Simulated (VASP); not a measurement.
## C (a cell with a defect): single point with PBE+D3(BJ)

System: C (a cell with a defect).

```
C
1.0
    -3.69757   -3.55799    3.34855
     3.69757   -3.55799    3.34855
     0.00000    1.42320    6.69710
C
23
Cartesian
  -1.1741 -4.8654 8.4213
  -2.3050 -2.7924 8.3510
  1.1457 -3.5096 5.1367
  1.3271 -5.0664 8.2923
  -0.2053 0.1773 1.6825
  0.0903 -1.3962 5.1770
  0.2054 -2.7338 8.3285
  -0.0432 -4.3456 11.6899
  -1.2130 -0.6343 8.3319
  2.6140 -2.9146 8.3009
  1.3586 0.4245 8.2325
  -1.5169 -5.6348 4.9546
  2.3424 -2.7030 5.0829
  1.3215 -0.6290 5.0889
  1.1617 -4.9575 5.0434
  -2.5508 -2.9615 4.9542
  -0.0931 -1.1962 1.6007
  0.0157 -2.7704 5.3795
  0.1306 -4.2209 8.3436
  0.1501 -5.7303 11.6761
  -1.0786 -2.0618 8.3333
  -1.1473 -0.7565 5.0057
  1.5186 -2.0539 8.3009
```

| Item | Value |
| --- | --- |
| Program | VASP 6.6.1 |
| Task | single point |
| Functional | PBE |
| Dispersion | D3(BJ) |
| Potentials or basis | VASP PAW PBE potentials, release 64 (C) |
| Cutoff | 520 eV |
| k mesh | 4 × 4 × 4 |
| Occupations | gaussian, width 0.05 eV |
| Spin | no spin polarisation |
| Dipole correction | no |
| Further INCAR settings | LREAL = Auto; ALGO = Normal; EDIFF = 1e-06; NBANDS = 63 |

```
Pressure                   : 0.4 GPa
Largest force              : 0.131 eV/Å
Band gap on the k mesh     : zero (bands 46 and 47 overlap by 0.18 eV)
Dispersion energy per atom : -0.147 eV
```

Forces on the atoms (eV/Å):
```
C   -0.025 -0.002 -0.006
C    0.008 -0.009  0.001
C    0.009 -0.025 -0.024
C   -0.003  0.012  0.031
C    0.010  0.025  0.027
C   -0.034 -0.023 -0.032
C   -0.001 -0.014  0.033
C    0.020  0.048  0.004
C    0.037 -0.003  0.009
C    0.001 -0.025  0.012
C    0.059  0.078  0.023
C    0.070  0.111  0.010
C   -0.016 -0.023  0.003
C   -0.025 -0.006 -0.017
C    0.017 -0.005 -0.011
C    0.030 -0.008  0.001
C   -0.011 -0.070 -0.005
C   -0.028 -0.034 -0.066
C   -0.021 -0.006 -0.029
C   -0.003 -0.017  0.014
C   -0.015 -0.020  0.007
C   -0.015 -0.002 -0.004
C   -0.060  0.019  0.019
```

Stress tensor (GPa, compression positive):
```
  1.00 -19.44   0.09
-19.44  -0.38   0.04
  0.09   0.04   0.61
```

Levels at points of the mesh, in eV from the Fermi level:
```tsv
k point	band 44	band 45	band 46	band 47	band 48	band 49
(0.00, 0.00, 0.00)	-1.22	-0.10	0.08	0.43	0.61	1.39
(0.50, 0.00, 0.00)	-1.81	-1.60	-0.54	0.27	1.21	2.21
(0.00, 0.50, 0.00)	-2.04	-1.84	-0.46	0.34	1.54	2.29
(0.50, 0.50, 0.00)	-1.93	-0.14	0.08	0.23	0.61	1.55
(0.00, 0.00, 0.50)	-1.08	-0.83	-0.39	0.32	1.89	1.92
(0.50, 0.00, 0.50)	-1.38	-1.25	-0.55	-0.10	0.79	1.84
(0.00, 0.50, 0.50)	-1.60	-1.44	-0.52	0.15	0.57	1.70
(0.50, 0.50, 0.50)	-2.01	-1.77	-0.67	0.11	1.45	2.16
```

Run time: 25 min on 1 thread of Intel Xeon 8259CL (shared host), peak memory 0.5 GiB.
